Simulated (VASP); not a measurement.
# Sn (I4/mmm) in VASP: a series of runs

Aim: see how the results for Sn move with the level of theory and the settings. Levels: PBEsol+D3(BJ), PBEsol, PBE. Tasks: single point, relaxation of cell and atoms.

Everything below comes from runs of VASP 6.6.1. Logs are shortened: lines on timing, memory, paths and dates and some standing lists are left out, and cuts for length are marked.

## (1) The cell of the first run

Symmetry: I4/mmm, No. 139, tetragonal system. Conventional cell: a = 4.058 Å, b = 4.058 Å, c = 3.322 Å, α = 90.00°, β = 90.00°, γ = 90.00°. Sn (site symmetry 4/mmm) has 14 Sn at 3.32 to 4.06 Å within 4.4 Å.

## (2) Single point, PBEsol+D3(BJ)

INCAR reads:

```
PREC = Accurate
ENCUT = 520
EDIFF = 1E-6
ISMEAR = -1
SIGMA = 0.05
LREAL = F
LASPH = T
NELM = 100
ALGO = Normal
ISIF = 2
LWAVE = F
LCHARG = F
GGA = PS
IVDW = 12
NBANDS = 13
```

KPOINTS reads:

```
Automatic mesh
0
Gamma
  10 10 10
```

POSCAR reads:

```
Sn
1.0
   -2.0291894110      2.0291894110      1.6607599896
    2.0291894110     -2.0291894110      1.6607599896
    2.0291894110      2.0291894110     -1.6607599896
Sn
1
Direct
    0.0000000000      0.0000000000      0.0000000000
```

Potentials or basis: VASP PAW PBE potentials, release 64 (Sn_d).

On the command line:

```bash
$ cat potpaw_PBE.64/Sn_d/POTCAR > POTCAR
$ mpirun -np 1 vasp_std > vasp.out
```

OUTCAR:

```text
PREC = Accurate
   ENCUT = 520
   EDIFF = 1E-6
   ISMEAR = -1
   LREAL = F
   LASPH = T
   NELM = 100
   ISIF = 2
   GGA = PS
   IVDW = 12
 IVDW          = 12

 ion  position               nearest neighbor table
   1  0.000  0.000  0.000-

  LATTYP: Found a body centered tetragonal cell.
 ALAT       =     4.0583788220
 C/A-ratio  =     0.8184351745

  Lattice vectors:

 A1 = (  -2.0291894110,   2.0291894110,   1.6607599896)
 A2 = (   2.0291894110,  -2.0291894110,   1.6607599896)
 A3 = (   2.0291894110,   2.0291894110,  -1.6607599896)

Analysis of symmetry for initial positions (statically):
=====================================================================
 Subroutine PRICEL returns:
 Original cell was already a primitive cell.

 Routine SETGRP: Setting up the symmetry group for a
 body centered tetragonal supercell.

 Subroutine GETGRP returns: Found 16 space group operations
 (whereof 16 operations were pure point group operations)
 out of a pool of 16 trial point group operations.

The static configuration has the point symmetry D_4h.

Analysis of symmetry for dynamics (positions and initial velocities):
=====================================================================
 Subroutine PRICEL returns:
 Original cell was already a primitive cell.

 Routine SETGRP: Setting up the symmetry group for a
 body centered tetragonal supercell.

 Subroutine GETGRP returns: Found 16 space group operations
 (whereof 16 operations were pure point group operations)
 out of a pool of 16 trial point group operations.

The dynamic configuration has the point symmetry D_4h.

 Subroutine INISYM returns: Found 16 space group operations
 (whereof 16 operations are pure point group operations),
 and found     1 'primitive' translations

----------------------------------------------------------------------------------------

                                     Primitive cell

  volume of cell :      27.3534

  direct lattice vectors                    reciprocal lattice vectors
    -2.029189411  2.029189411  1.660759990     0.000000000  0.246403809  0.301066983
     2.029189411 -2.029189411  1.660759990     0.246403809  0.000000000  0.301066983
     2.029189411  2.029189411 -1.660759990     0.246403809  0.246403809  0.000000000

  length of vectors
[... 83 lines left out ...]
   NSW    =      0    number of steps for IOM
   IBRION =     -1    ionic relax: 0-MD 1-quasi-New 2-CG
   NFREE  =      0    steps in history (QN), initial steepest desc. (CG)
   ISIF   =      2    stress and relaxation
   ISYM   =      2    0-nonsym 1-usesym 2-fastsym
   POTIM  = 0.5000    time-step for ionic-motion
   TEBEG  =    0.0;   TEEND  =   0.0 temperature during run
   PSTRESS=    0.0 pullay stress
   NELECT =      14.0000    total number of electrons
   NUPDOWN=      -1.0000    fix difference up-down
   EMIN   =  10.00;   EMAX   =-10.00  energy-range for DOS
   EFERMI =   0.00;   METHOD = LEGACY
   ISMEAR =    -1;   SIGMA  =   0.05  broadening in eV -4-tet -1-fermi 0-gaus
   EFERMI_NEDOS =   21; number of points for ismear=-14 and -15
   IALGO  =     38    algorithm
   IMIX   =      4    mixing-type and parameters
     AMIX     =   0.40;   BMIX     =  1.00
     AMIX_MAG =   1.60;   BMIX_MAG =  1.00
  volume/ion in A,a.u.               =      27.35       184.59
  Fermi-wavevector in a.u.,A,eV,Ry     =   1.309524  2.474642 23.331997  1.714853
  Thomas-Fermi vector in A             =   2.440117
   LORBIT       =      0    0 simple, 1 ext, 2 COOP (PROOUT), +10 PAW based schemes
   GGA     = PS    functional components
   LHFCALC =     F    Hartree Fock is set to
   AEXX    =    0.0000 exact exchange contribution
   IVDW    =    12    specifies the selected vdW correction
   LEPSILON=     F    determine dielectric tensor
   LRPA    =     F    only Hartree local field effects (RPA)
 non-spin polarized calculation
  energy-cutoff  :      520.00
  volume of cell :       27.35
 maximum number of plane-waves:       754
 NGX is ok and might be reduce to    28
   NGX = 13   NGY = 13   NGZ = 13

 number of electron      14.0000001 magnetization

 Free energy of the ion-electron system (eV)
  ---------------------------------------------------
  ext. energy  EPLUGINS =         0.00000000
  ---------------------------------------------------
  free energy    TOTEN  =        -4.22798759 eV

  energy without entropy =       -4.22324934  energy(sigma->0) =       -4.22561846

 E-fermi :   7.7768     XC(G=0): -10.4669

 val. band max:        7.7622294371   @ k =  -0.3000  -0.4000   0.3000
 cond. band min:       7.8965992936   @ k =   0.4000   0.3000   0.1000
 fundamental gap:      0.1343698565
 Fermi energy:         7.7767741246

 k-point     1 :       0.0000    0.0000    0.0000
  band No.  band energies     occupation
      1     -13.6291      2.00000
      2     -13.5523      2.00000
      3     -13.5523      2.00000
      4     -13.5500      2.00000
      5     -13.4350      2.00000
      6      -3.2337      2.00000
      7      14.5716      0.00000
      8      14.5716      0.00000
      9      17.1231      0.00000
     10      18.0985      0.00000
     11      19.1997      0.00000
     12      20.3625      0.00000
     13      20.3625      0.00000
[... 354 lines left out ...]
  band No.  band energies     occupation
      1     -13.6009      2.00000
      2     -13.5199      2.00000
      3     -13.4939      2.00000
      4     -13.4635      2.00000
      5     -13.4422      2.00000
      6       1.8025      2.00000
      7       5.2397      2.00000
      8       6.7312      2.00000
      9      12.2532      0.00000
     10      16.9462      0.00000
     11      19.0604      0.00000
     12      23.7491      0.00000
     13      24.1729      0.00000

 [... further k-points ...]

------------------------ aborting loop because EDIFF is reached ----------------------------------------

 Edisp (eV)   -0.38678

 E8    (eV) :    -0.2727

  FORCE on cell =-STRESS in cart. coord.  units (eV):
  Direction    XX          YY          ZZ          XY          YZ          ZX
  --------------------------------------------------------------------------------------
  -------------------------------------------------------------------------------------
  Total      -0.80053    -0.80053    -0.62345     0.00000     0.00000     0.00000
  in kB     -46.88945   -46.88945   -36.51769     0.00000     0.00000     0.00000
  external pressure =      -43.43 kB  Pullay stress =        0.00 kB

 VOLUME and BASIS-vectors are now :
 -----------------------------------------------------------------------------
  energy-cutoff  :      520.00
  volume of cell :       27.35
      direct lattice vectors                 reciprocal lattice vectors
    -2.029189411  2.029189411  1.660759990     0.000000000  0.246403809  0.301066983
     2.029189411 -2.029189411  1.660759990     0.246403809  0.000000000  0.301066983
     2.029189411  2.029189411 -1.660759990     0.246403809  0.246403809  0.000000000

 POSITION                                       TOTAL-FORCE (eV/Angst)
 -----------------------------------------------------------------------------------
      0.00000      0.00000      0.00000         0.000000      0.000000      0.000000
 -----------------------------------------------------------------------------------
    total drift:                               -0.000000     -0.000000     -0.000000

  FREE ENERGIE OF THE ION-ELECTRON SYSTEM (eV)
  ---------------------------------------------------
  free  energy   TOTEN  =        -4.6147685190 eV

  energy  without entropy=       -4.6100302614  energy(sigma->0) =       -4.61239939
```

OSZICAR:

```text
N       E                     dE             d eps       ncg     rms          rms(c)
DAV:   1     0.792863858304E+02    0.79286E+02   -0.71442E+03  2733   0.161E+03
DAV:   2     0.122473519596E+01   -0.78062E+02   -0.75612E+02  2847   0.339E+02
DAV:   3    -0.413328188255E+01   -0.53580E+01   -0.53430E+01  3157   0.712E+01
DAV:   4    -0.424461581238E+01   -0.11133E+00   -0.11131E+00  3142   0.111E+01
DAV:   5    -0.424859863738E+01   -0.39828E-02   -0.39828E-02  3412   0.204E+00    0.136E+00
DAV:   6    -0.423286342757E+01    0.15735E-01   -0.17247E-02  3332   0.231E+00    0.728E-01
DAV:   7    -0.422826135005E+01    0.46021E-02   -0.94646E-03  3322   0.161E+00    0.117E-01
DAV:   8    -0.422798694660E+01    0.27440E-03   -0.75072E-04  3247   0.471E-01    0.201E-02
DAV:   9    -0.422798709805E+01   -0.15145E-06   -0.15213E-05  3759   0.475E-02    0.120E-02
DAV:  10    -0.422798759269E+01   -0.49464E-06   -0.75249E-07  2176   0.108E-02
   1 F= -.46147685E+01 E0= -.46123994E+01  d E =-.473826E-02
```

stdout:

```text
POSCAR found type information on POSCAR Sn
 POSCAR found :  1 types and       1 ions
 scaLAPACK will be used
 -----------------------------------------------------------------------------
|                                                                             |
|                                                                             |
|     You enforced a specific xc type in the INCAR file but a different       |
|     I HOPE YOU KNOW WHAT YOU ARE DOING!                                     |
|                                                                             |
 -----------------------------------------------------------------------------

 LDA part: xc-table for (Slater+PW92), standard interpolation
 POSCAR, INCAR and KPOINTS ok, starting setup
 FFT: planning ... GRIDC
 FFT: planning ... GRID_SOFT
 FFT: planning ... GRID
 WAVECAR not read
 entering main loop
```

It took 34 s on 1 thread of Intel Xeon 8259CL, shared host; peak memory 0.19 GiB.

Results:

| Quantity | Value |
| --- | --- |
| Free energy | -4.6148 eV |
| Pressure | -4.3 GPa |
| Band gap on the k mesh | zero (bands 7 and 8 overlap by 8.79 eV) |
| Dispersion energy per atom | -0.387 eV |

Stress tensor (GPa, compression positive):
```
-4.69  0.00  0.00
 0.00 -4.69  0.00
 0.00  0.00 -3.65
```

Levels at points of the mesh, in eV from the Fermi level:
```tsv
k point	band 3	band 4	band 5	band 6	band 7	band 8	band 9	band 10	band 11	band 12
(0.00, 0.00, 0.00)	-21.33	-21.33	-21.21	-11.01	6.79	6.79	9.35	10.32	11.42	12.59
(0.50, 0.00, 0.00)	-21.25	-21.18	-21.16	-5.73	-4.12	3.11	4.36	7.22	7.44	13.73
(0.50, 0.50, 0.00)	-21.30	-21.26	-21.17	-7.24	-4.64	5.81	7.77	10.43	10.98	11.81
(0.50, 0.50, 0.50)	-21.18	-21.18	-21.15	-3.38	-1.52	-1.52	2.56	3.09	6.14	18.95
```

Caveat: three body term missing; the cell stands under tension; the PAW data sets were made with another functional, which shifts forces and pressure a little; spin-orbit coupling is left out, which moves the levels of the heavy elements.

(Part 1 of 2 ends here.)
